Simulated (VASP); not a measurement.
# SiNi2 (P6_3/mmc) in VASP: further runs

The runs below take SiNi2 through single point, with r2SCAN.

All numbers are computed with VASP 6.6.1; they aren't measurements. Logs are shortened: lines on timing, memory, paths and dates and some standing lists are left out, and cuts for length are marked.

### 1 The cell of the first run

Symmetry: P6_3/mmc, No. 194, hexagonal system. Conventional cell: a = 3.855 Å, b = 3.855 Å, c = 4.900 Å, α = 90.00°, β = 90.00°, γ = 120.00°. Within 2.9 Å of Si (site symmetry -6m2) lie 11 Ni at 2.23 to 2.54 Å. Within 3.2 Å of Ni (site symmetry -3m) lie 8 Ni at 2.45 to 2.54 Å and 6 Si at 2.54 Å. Ni (site symmetry -6m2) has 5 Si at 2.23 to 2.45 Å and 6 Ni at 2.54 Å within 2.9 Å.

### 2 Single point, r2SCAN

POSCAR

```
SiNi2
1.0
    3.8552151448      0.0000000000      0.0000000000
   -1.9276075724      3.3387142525      0.0000000000
    0.0000000000      0.0000000000      4.8999514225
Si Ni
2 4
Direct
    0.3333333333      0.6666666667      0.7500000000
    0.6666666667      0.3333333333      0.2500000000
    0.0000000000      0.0000000000      0.0000000000
    0.0000000000      0.0000000000      0.5000000000
    0.3333333333      0.6666666667      0.2500000000
    0.6666666667      0.3333333333      0.7500000000
```

INCAR.step1

```
PREC = Accurate
ENCUT = 520
ISMEAR = 0
SIGMA = 0.1
LREAL = F
LASPH = T
NELM = 100
NBANDS = 33
GGA = PE
ALGO = Normal
EDIFF = 1E-4
LWAVE = T
LCHARG = F
```

INCAR.step2

```
PREC = Accurate
ENCUT = 520
EDIFF = 1E-7
ISMEAR = 0
SIGMA = 0.1
LREAL = F
LASPH = T
NELM = 100
ALGO = Normal
ISIF = 2
LWAVE = F
LCHARG = F
METAGGA = R2SCAN
LMIXTAU = T
NBANDS = 33
ISTART = 1
```

KPOINTS

```
Automatic mesh
0
Gamma
  12 12 8
```

Potentials or basis: VASP PAW PBE potentials, release 64 (Si, Ni).

Run with:

```console
> cat potpaw_PBE.64/Si/POTCAR potpaw_PBE.64/Ni/POTCAR > POTCAR
> cp INCAR.step1 INCAR
> mpirun -np 1 vasp_std > vasp.out
> cp INCAR.step2 INCAR
> mpirun -np 1 vasp_std > vasp.out
```

OUTCAR:

```text
PREC = Accurate
   ENCUT = 520
   EDIFF = 1E-7
   ISMEAR = 0
   LREAL = F
   LASPH = T
   NELM = 100
   ISIF = 2
   METAGGA = R2SCAN
   ISTART = 1

 ion  position               nearest neighbor table
   1  0.333  0.667  0.750-   6 2.23   6 2.23   6 2.23   5 2.45   5 2.45   3 2.54   4 2.54   4 2.54
                             3 2.54   4 2.54   3 2.54
   2  0.667  0.333  0.250-   5 2.23   5 2.23   5 2.23   6 2.45   6 2.45   3 2.54   4 2.54   3 2.54
                             4 2.54   3 2.54   4 2.54
   3  0.000  0.000  0.000-   4 2.45   4 2.45   1 2.54   5 2.54   6 2.54   2 2.54   2 2.54   6 2.54
                             1 2.54   5 2.54   2 2.54   6 2.54   1 2.54   5 2.54
   4  0.000  0.000  0.500-   3 2.45   3 2.45   1 2.54   5 2.54   6 2.54   2 2.54   2 2.54   6 2.54
                             1 2.54   5 2.54   2 2.54   6 2.54   1 2.54   5 2.54
   5  0.333  0.667  0.250-   2 2.23   2 2.23   2 2.23   1 2.45   1 2.45   3 2.54   4 2.54   4 2.54
                             3 2.54   4 2.54   3 2.54
   6  0.667  0.333  0.750-   1 2.23   1 2.23   1 2.23   2 2.45   2 2.45   3 2.54   4 2.54   3 2.54
                             4 2.54   3 2.54   4 2.54

  LATTYP: Found a hexagonal cell.
 ALAT       =     3.8552151448
 C/A-ratio  =     1.2709929896

  Lattice vectors:

 A1 = (   3.8552151448,   0.0000000000,   0.0000000000)
 A2 = (  -1.9276075724,   3.3387142525,   0.0000000000)
 A3 = (   0.0000000000,   0.0000000000,   4.8999514225)

Analysis of symmetry for initial positions (statically):
=====================================================================
 Subroutine PRICEL returns:
 Original cell was already a primitive cell.

 Routine SETGRP: Setting up the symmetry group for a
 hexagonal supercell.

 Subroutine GETGRP returns: Found 24 space group operations
 (whereof 12 operations were pure point group operations)
 out of a pool of 24 trial point group operations.

The static configuration has the point symmetry D_3d.
 The point group associated with its full space group is D_6h.

Analysis of symmetry for dynamics (positions and initial velocities):
=====================================================================
 Subroutine PRICEL returns:
 Original cell was already a primitive cell.

 Routine SETGRP: Setting up the symmetry group for a
 hexagonal supercell.

 Subroutine GETGRP returns: Found 24 space group operations
 (whereof 12 operations were pure point group operations)
 out of a pool of 24 trial point group operations.

The dynamic configuration has the point symmetry D_3d.
 The point group associated with its full space group is D_6h.

 Subroutine INISYM returns: Found 24 space group operations
[... 111 lines left out ...]
   ISIF   =      2    stress and relaxation
   ISYM   =      2    0-nonsym 1-usesym 2-fastsym
   POTIM  = 0.5000    time-step for ionic-motion
   TEBEG  =    0.0;   TEEND  =   0.0 temperature during run
   PSTRESS=    0.0 pullay stress
   NELECT =      48.0000    total number of electrons
   NUPDOWN=      -1.0000    fix difference up-down
   EMIN   =  10.00;   EMAX   =-10.00  energy-range for DOS
   EFERMI =   0.00;   METHOD = LEGACY
   ISMEAR =     0;   SIGMA  =   0.10  broadening in eV -4-tet -1-fermi 0-gaus
   EFERMI_NEDOS =   21; number of points for ismear=-14 and -15
   IALGO  =     38    algorithm
   IMIX   =      4    mixing-type and parameters
     AMIX     =   0.40;   BMIX     =  1.00
     AMIX_MAG =   1.60;   BMIX_MAG =  1.00
  volume/ion in A,a.u.               =      10.51        70.94
  Fermi-wavevector in a.u.,A,eV,Ry     =   1.494682  2.824539 30.396411  2.234073
  Thomas-Fermi vector in A             =   2.606923
   LORBIT       =      0    0 simple, 1 ext, 2 COOP (PROOUT), +10 PAW based schemes
   METAGGA = R2SCAN    functional components
   LHFCALC =     F    Hartree Fock is set to
   AEXX    =    0.0000 exact exchange contribution
   IVDW    =     0    specifies the selected vdW correction
   LEPSILON=     F    determine dielectric tensor
   LRPA    =     F    only Hartree local field effects (RPA)
 non-spin polarized calculation
 Gauss-broadening in eV      SIGMA  =   0.10
  energy-cutoff  :      520.00
  volume of cell :       63.07
 maximum number of plane-waves:      1722
 NGX is ok and might be reduce to    30
   NGX = 15   NGY = 15   NGZ = 19

 number of electron      47.9999976 magnetization

 Free energy of the ion-electron system (eV)
  ---------------------------------------------------
  ext. energy  EPLUGINS =         0.00000000
  ---------------------------------------------------
  free energy    TOTEN  =       -68.25089778 eV

  energy without entropy =      -68.23452090  energy(sigma->0) =      -68.24270934

 E-fermi :  11.5412     XC(G=0): -14.2282

 val. band max:       11.5378806820   @ k =   0.2500  -0.0000   0.3750
 cond. band min:      11.5443264709   @ k =   0.3333  -0.0000   0.2500
 fundamental gap:      0.0064457889
 Fermi energy:        11.5411977314

 k-point     1 :       0.0000    0.0000    0.0000
  band No.  band energies     occupation
      1      -1.9581      2.00000
      2       2.8758      2.00000
      3       4.5468      2.00000
      4       6.0206      2.00000
      5       6.0206      2.00000
      6       7.3021      2.00000
[... 853 lines left out ...]
     32      19.3794      0.00000
     33      20.3890      0.00000

 [... further k-points ...]

------------------------ aborting loop because EDIFF is reached ----------------------------------------

  FORCE on cell =-STRESS in cart. coord.  units (eV):
  Direction    XX          YY          ZZ          XY          YZ          ZX
  --------------------------------------------------------------------------------------
  -------------------------------------------------------------------------------------
  Total        1.3130260      1.3130260      1.2707683      0.0000000      0.0000000      0.0000000
  in kB       33.3552555     33.3552555     32.2817687      0.0000000      0.0000000      0.0000000
  external PRESSURE =      32.9974266 kB  Pullay stress =       0.0000000 kB

 VOLUME and BASIS-vectors are now :
 -----------------------------------------------------------------------------
  energy-cutoff  :      520.00
  volume of cell :       63.07
      direct lattice vectors                 reciprocal lattice vectors
     3.855215145  0.000000000  0.000000000     0.259388896  0.149758249  0.000000000
    -1.927607572  3.338714252  0.000000000     0.000000000  0.299516498  0.000000000
     0.000000000  0.000000000  4.899951423     0.000000000  0.000000000  0.204083656

 POSITION                                       TOTAL-FORCE (eV/Angst)
 -----------------------------------------------------------------------------------
     -0.00000      2.22581      3.67496        -0.000000     -0.000000     -0.000000
      1.92761      1.11290      1.22499         0.000000      0.000000     -0.000000
      0.00000      0.00000      0.00000        -0.000000      0.000000     -0.000000
      0.00000      0.00000      2.44998        -0.000000      0.000000     -0.000000
     -0.00000      2.22581      1.22499         0.000000      0.000000     -0.000000
      1.92761      1.11290      3.67496        -0.000000      0.000000      0.000000
 -----------------------------------------------------------------------------------
    total drift:                                0.000000     -0.000000      0.000000

  FREE ENERGIE OF THE ION-ELECTRON SYSTEM (eV)
  ---------------------------------------------------
  free  energy   TOTEN  =       -68.2508977834 eV

  energy  without entropy=      -68.2345208966  energy(sigma->0) =      -68.24270934
```

OUTCAR.step1:

```text
PREC = Accurate
   ENCUT = 520
   ISMEAR = 0
   LREAL = F
[... 1110 lines left out ...]
      0.00000      0.00000      0.00000         0.000000      0.000000     -0.000000
      0.00000      0.00000      2.44998         0.000000      0.000000     -0.000000
     -0.00000      2.22581      1.22499         0.000000      0.000000     -0.000000
      1.92761      1.11290      3.67496        -0.000000     -0.000000      0.000000
 -----------------------------------------------------------------------------------
    total drift:                                0.000000     -0.000000     -0.000000

  FREE ENERGIE OF THE ION-ELECTRON SYSTEM (eV)
  ---------------------------------------------------
  free  energy   TOTEN  =       -35.6711673926 eV

  energy  without entropy=      -35.6540853088  energy(sigma->0) =      -35.66262635
```

OSZICAR.step1:

```text
N       E                     dE             d eps       ncg     rms          rms(c)
DAV:   1     0.321588802611E+03    0.32159E+03   -0.20797E+04  6302   0.189E+03
DAV:   2    -0.171172705978E+02   -0.33871E+03   -0.32038E+03  6271   0.371E+02
DAV:   3    -0.401904401924E+02   -0.23073E+02   -0.21879E+02  6908   0.122E+02
DAV:   4    -0.407900234933E+02   -0.59958E+00   -0.59618E+00  7563   0.180E+01
DAV:   5    -0.408110594776E+02   -0.21036E-01   -0.21029E-01  7831   0.315E+00    0.244E+01
DAV:   6    -0.417549690585E+02   -0.94391E+00   -0.62063E+01  7422   0.123E+02    0.232E+01
DAV:   7    -0.359781489870E+02    0.57768E+01   -0.20413E+01  7178   0.107E+02    0.100E+01
DAV:   8    -0.361912204673E+02   -0.21307E+00   -0.71579E+00  7308   0.687E+01    0.853E+00
DAV:   9    -0.357057405335E+02    0.48548E+00   -0.16307E+00  8280   0.379E+01    0.234E+00
DAV:  10    -0.356712995851E+02    0.34441E-01   -0.36749E-01  7225   0.811E+00    0.714E-01
DAV:  11    -0.356717363425E+02   -0.43676E-03   -0.34586E-02  7122   0.229E+00    0.507E-01
DAV:  12    -0.356718050001E+02   -0.68658E-04   -0.53240E-03  7479   0.165E+00    0.338E-01
DAV:  13    -0.356711645163E+02    0.64048E-03   -0.17870E-03  7320   0.123E+00    0.557E-02
DAV:  14    -0.356711673926E+02   -0.28763E-05   -0.21994E-04  3941   0.130E-01
   1 F= -.35671167E+02 E0= -.35662626E+02  d E =-.170821E-01
```

Wall time 11 min (1 thread of Intel Xeon 6975P-C, shared host); peak memory 0.29 GiB.

What came out:

| Property | Result |
| --- | --- |
| Free energy | -68.2509 eV |
| Pressure | 3.3 GPa |
| Band gap on the k mesh | zero (band 24 reaches 14.66 eV, above the bottom of band 25 at 10.92 eV) |

Levels at points of the mesh, in eV from the Fermi level:
```
           k point  band 21  band 22  band 23  band 24  band 25  band 26  band 27  band 28
(0.00, 0.00, 0.00)    -0.67    -0.67     0.11     2.88     2.88     3.00     3.00     3.18
(0.50, 0.00, 0.00)    -1.40    -1.30    -1.11    -0.73    -0.62     1.41     1.94     3.26
(0.00, 0.00, 0.50)    -1.34    -1.34     2.57     2.57     3.50     3.50     3.50     3.50
(0.50, 0.00, 0.50)    -1.35    -1.35    -0.97    -0.97     1.01     1.01     3.22     3.22
```

Caveat: the PAW data sets were made with another functional, which shifts forces and pressure a little. Spin polarisation is off, so any magnetic state and its effect on volume and gap are missing.

### 3 Single point, r2SCAN (volume scaled by 0.88, then relaxed in part)

POSCAR, as its differences from that of step 2:

```diff
@@ -2,5 +2,5 @@
 1.0
-    3.8552151448      0.0000000000      0.0000000000
-   -1.9276075724      3.3387142525      0.0000000000
-    0.0000000000      0.0000000000      4.8999514225
+    3.7249921528      0.0000000000      0.0000000000
+   -1.8624960764      3.2259378333      0.0000000000
+    0.0000000000      0.0000000000      4.6786201808
 Si Ni
```

INCAR.step1

```
SYSTEM = SiNi2
ALGO = Normal
EDIFF = 1E-4
ENCUT = 520
GGA = PE
ISMEAR = 0
LASPH = .TRUE.
LCHARG = .FALSE.
LREAL = .FALSE.
LWAVE = .TRUE.
NBANDS = 33
NELM = 100
PREC = Accurate
SIGMA = 0.1
```

INCAR.step2

```
SYSTEM = SiNi2
ALGO = Normal
EDIFF = 1E-7
ENCUT = 520
ISIF = 2
ISMEAR = 0
ISTART = 1
LASPH = .TRUE.
LCHARG = .FALSE.
LMIXTAU = .TRUE.
LREAL = .FALSE.
LWAVE = .FALSE.
METAGGA = R2SCAN
NBANDS = 33
NELM = 100
PREC = Accurate
SIGMA = 0.1
```

KPOINTS

```
k-points
0
G
  12 12 8
  0 0 0
```

Potentials or basis: VASP PAW PBE potentials, release 64 (Si, Ni).

Run with:

```console
> cat potpaw_PBE.64/Si/POTCAR potpaw_PBE.64/Ni/POTCAR > POTCAR
> cp INCAR.step1 INCAR
> mpirun -np 1 vasp_std > vasp.out
> cp INCAR.step2 INCAR
> mpirun -np 1 vasp_std > vasp.out
```

OUTCAR:

```text
SYSTEM = SiNi2
   EDIFF = 1E-7
   ENCUT = 520
   ISIF = 2
   ISMEAR = 0
   ISTART = 1
   LASPH = .TRUE.
   LREAL = .FALSE.
   METAGGA = R2SCAN
   NELM = 100
   PREC = Accurate

 ion  position               nearest neighbor table
   1  0.333  0.667  0.750-   6 2.15   6 2.15   6 2.15   5 2.34   5 2.34   3 2.45   4 2.45   4 2.45
                             3 2.45   4 2.45   3 2.45
   2  0.667  0.333  0.250-   5 2.15   5 2.15   5 2.15   6 2.34   6 2.34   3 2.45   4 2.45   3 2.45
                             4 2.45   3 2.45   4 2.45
   3  0.000  0.000  0.000-   4 2.34   4 2.34   1 2.45   5 2.45   6 2.45   2 2.45   2 2.45   6 2.45
                             1 2.45   5 2.45   2 2.45   6 2.45   1 2.45   5 2.45
   4  0.000  0.000  0.500-   3 2.34   3 2.34   1 2.45   5 2.45   6 2.45   2 2.45   2 2.45   6 2.45
                             1 2.45   5 2.45   2 2.45   6 2.45   1 2.45   5 2.45
   5  0.333  0.667  0.250-   2 2.15   2 2.15   2 2.15   1 2.34   1 2.34   3 2.45   4 2.45   4 2.45
                             3 2.45   4 2.45   3 2.45
   6  0.667  0.333  0.750-   1 2.15   1 2.15   1 2.15   2 2.34   2 2.34   3 2.45   4 2.45   3 2.45
                             4 2.45   3 2.45   4 2.45

  LATTYP: Found a hexagonal cell.
 ALAT       =     3.7249921528
 C/A-ratio  =     1.2560080636

  Lattice vectors:

 A1 = (   3.7249921528,   0.0000000000,   0.0000000000)
 A2 = (  -1.8624960764,   3.2259378333,   0.0000000000)
 A3 = (   0.0000000000,   0.0000000000,   4.6786201808)

Analysis of symmetry for initial positions (statically):
=====================================================================
 Subroutine PRICEL returns:
 Original cell was already a primitive cell.

 Routine SETGRP: Setting up the symmetry group for a
 hexagonal supercell.

 Subroutine GETGRP returns: Found 24 space group operations
 (whereof 12 operations were pure point group operations)
 out of a pool of 24 trial point group operations.

The static configuration has the point symmetry D_3d.
 The point group associated with its full space group is D_6h.

[... 143 lines left out ...]
  Fermi-wavevector in a.u.,A,eV,Ry     =   1.553062  2.934862 32.817284  2.412002
  Thomas-Fermi vector in A             =   2.657347
   LORBIT       =      0    0 simple, 1 ext, 2 COOP (PROOUT), +10 PAW based schemes
   METAGGA = R2SCAN    functional components
   LHFCALC =     F    Hartree Fock is set to
   AEXX    =    0.0000 exact exchange contribution
   IVDW    =     0    specifies the selected vdW correction
   LEPSILON=     F    determine dielectric tensor
   LRPA    =     F    only Hartree local field effects (RPA)
 non-spin polarized calculation
 Gauss-broadening in eV      SIGMA  =   0.10
  energy-cutoff  :      520.00
  volume of cell :       56.22
 maximum number of plane-waves:      1534
 NGX is ok and might be reduce to    28
   NGX = 13   NGY = 13   NGZ = 17

 number of electron      48.0000011 magnetization

 Free energy of the ion-electron system (eV)
  ---------------------------------------------------
  ext. energy  EPLUGINS =         0.00000000
  ---------------------------------------------------
  free energy    TOTEN  =       -67.42059574 eV

  energy without entropy =      -67.40595499  energy(sigma->0) =      -67.41327537

 E-fermi :  13.4631     XC(G=0): -14.9521

 val. band max:       13.4547993454   @ k =   0.2500  -0.0000   0.3750
 cond. band min:      13.4728967052   @ k =   0.1667   0.0833   0.0000
 fundamental gap:      0.0180973598
 Fermi energy:        13.4630699420

 k-point     1 :       0.0000    0.0000    0.0000
  band No.  band energies     occupation
      1      -1.1065      2.00000
      2       4.2990      2.00000
      3       5.6998      2.00000
      4       7.1102      2.00000
      5       7.1102      2.00000
      6       8.5750      2.00000
[... 853 lines left out ...]
     32      22.0721      0.00000
     33      22.7649      0.00000

 [... further k-points ...]

------------------------ aborting loop because EDIFF is reached ----------------------------------------

  FORCE on cell =-STRESS in cart. coord.  units (eV):
  Direction    XX          YY          ZZ          XY          YZ          ZX
  --------------------------------------------------------------------------------------
  -------------------------------------------------------------------------------------
  Total       13.7840500     13.7840500     13.7107816      0.0000000     -0.0000000     -0.0000000
  in kB      392.8151914    392.8151915    390.7272037      0.0000000     -0.0000000     -0.0000000
  external PRESSURE =     392.1191955 kB  Pullay stress =       0.0000000 kB

 VOLUME and BASIS-vectors are now :
 -----------------------------------------------------------------------------
  energy-cutoff  :      520.00
  volume of cell :       56.22
      direct lattice vectors                 reciprocal lattice vectors
     3.724992153  0.000000000  0.000000000     0.268456941  0.154993687  0.000000000
    -1.862496076  3.225937833  0.000000000     0.000000000  0.309987375  0.000000000
     0.000000000  0.000000000  4.678620181     0.000000000  0.000000000  0.213738231

 POSITION                                       TOTAL-FORCE (eV/Angst)
 -----------------------------------------------------------------------------------
     -0.00000      2.15063      3.50897         0.000000      0.000000      0.000000
      1.86250      1.07531      1.16966        -0.000000     -0.000000      0.000000
      0.00000      0.00000      0.00000        -0.000000      0.000000      0.000000
      0.00000      0.00000      2.33931        -0.000000      0.000000      0.000000
     -0.00000      2.15063      1.16966        -0.000000      0.000000     -0.000000
      1.86250      1.07531      3.50897         0.000000     -0.000000      0.000000
 -----------------------------------------------------------------------------------
    total drift:                                0.000000     -0.000000      0.000000

  FREE ENERGIE OF THE ION-ELECTRON SYSTEM (eV)
  ---------------------------------------------------
  free  energy   TOTEN  =       -67.4205957448 eV

  energy  without entropy=      -67.4059549859  energy(sigma->0) =      -67.41327537
```

OSZICAR.step1:

```text
N       E                     dE             d eps       ncg     rms          rms(c)
DAV:   1     0.330632853347E+03    0.33063E+03   -0.20900E+04  6382   0.195E+03
DAV:   2    -0.147029390463E+02   -0.34534E+03   -0.32528E+03  6270   0.380E+02
DAV:   3    -0.391593175686E+02   -0.24456E+02   -0.23410E+02  6887   0.127E+02
DAV:   4    -0.397775723247E+02   -0.61825E+00   -0.61528E+00  7584   0.188E+01
DAV:   5    -0.397990263591E+02   -0.21454E-01   -0.21448E-01  8093   0.328E+00    0.282E+01
DAV:   6    -0.393059755991E+02    0.49305E+00   -0.54075E+01  7395   0.121E+02    0.210E+01
DAV:   7    -0.351589484131E+02    0.41470E+01   -0.20065E+01  7166   0.119E+02    0.120E+01
DAV:   8    -0.349021880546E+02    0.25676E+00   -0.69828E+00  7308   0.740E+01    0.791E+00
DAV:   9    -0.345401902171E+02    0.36200E+00   -0.15397E+00  8604   0.355E+01    0.254E+00
DAV:  10    -0.344977665577E+02    0.42424E-01   -0.32869E-01  7372   0.856E+00    0.686E-01
DAV:  11    -0.344995934305E+02   -0.18269E-02   -0.37228E-02  7193   0.245E+00    0.537E-01
DAV:  12    -0.345001958996E+02   -0.60247E-03   -0.59121E-03  7416   0.176E+00    0.369E-01
DAV:  13    -0.344994032287E+02    0.79267E-03   -0.18219E-03  7297   0.136E+00    0.787E-02
DAV:  14    -0.344993913408E+02    0.11888E-04   -0.22629E-04  4287   0.131E-01
   1 F= -.34499391E+02 E0= -.34491825E+02  d E =-.151319E-01
```

Wall time 7 min (1 thread of Intel Xeon 6975P-C (Granite Rapids), shared host); peak memory 0.26 GiB.

Results:

```yaml
Free_energy: -67.4206 eV
Pressure: 39.2 GPa
Band_gap_on_the_k_mesh: zero (band 24 reaches 16.84 eV, above the bottom of band 25 at 12.76 eV)
```

Stress tensor (GPa, compression positive):
```
39.28  0.00  0.00
 0.00 39.28  0.00
 0.00  0.00 39.07
```

Caveat: the PAW data sets were made with another functional, which shifts forces and pressure a little.

(Continued in part 2 of 2.)
